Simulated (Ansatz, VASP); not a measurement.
**C in VASP and in Ansatz**

Contents of INCAR:

```
SYSTEM = C
PREC     = Accurate       ! precision mode
ENCUT    = 520            ! plane-wave cutoff, eV
EDIFF    = 1E-7           ! SCF threshold, eV
ISMEAR   = 0              ! smearing method
SIGMA    = 0.02           ! smearing width, eV
LREAL    = .False.        ! projectors in reciprocal space
LASPH    = .True.         ! aspherical terms in the spheres
NELM     = 60             ! most SCF steps
ALGO     = Normal         ! electronic algorithm
ISIF     = 2              ! what is computed and relaxed
LWAVE    = .False.        ! write WAVECAR
LCHARG   = .False.        ! write CHGCAR
GGA      = PS             ! functional
NBANDS   = 11             ! bands
```

Contents of KPOINTS:

```
regular mesh
0
Gamma
  12 12 12
  0 0 0
```

Contents of POSCAR:

```
C
1.0
    0.0000000000      1.7628552320      1.7628552320
    1.7628552320      0.0000000000      1.7628552320
    1.7628552320      1.7628552320      0.0000000000
C
2
Direct
    0.5000000000      0.5000000000      0.5000000000
    0.7500000000      0.7500000000      0.7500000000
```

Input for Ansatz:

```yaml
crystal:
  lattice:
    - [0.0, 1.762855232, 1.762855232]
    - [1.762855232, 0.0, 1.762855232]
    - [1.762855232, 1.762855232, 0.0]
  atoms:
    - { symbol: C, position: [0.5, 0.5, 0.5] }
    - { symbol: C, position: [0.75, 0.75, 0.75] }
basis:
  ecutwfc: 420
kpoints:
  mp_grid: { grid: [12, 12, 12] }
hamiltonian:
  xc: pbesol
scf:
  occupations: { method: gaussian, width: 0.02 }
output:
  forces: true
  stress: true
  eigenvalues: true
```

Alike in both runs: task single point; functional PBEsol; k mesh 12 × 12 × 12; occupations gaussian, width 0.02 eV; no spin polarisation.

```csv
,VASP,Ansatz
version,VASP 6.6.1,Ansatz 0.2.0
potentials or method,"VASP PAW PBE potentials, release 64 (C), cutoff 520 eV","scalar-relativistic, plane waves, PAW"
valence electrons in the cell,8,8
```

Ansatz gave:

```
gap on the k mesh at the Fermi level (eV) : 4.12
least direct gap on the mesh (eV)         : 5.64
pressure (GPa)                            : 11.2
```

Problem. What did VASP give for the same quantities?

Solution. gap on the k mesh at the Fermi level (eV): 4.12; least direct gap on the mesh (eV): 5.64; pressure (GPa): 12.4.

VASP's potentials were made for PBE, not for PBEsol. The functional is the same, so the differences come from potentials, cutoffs and numerics.
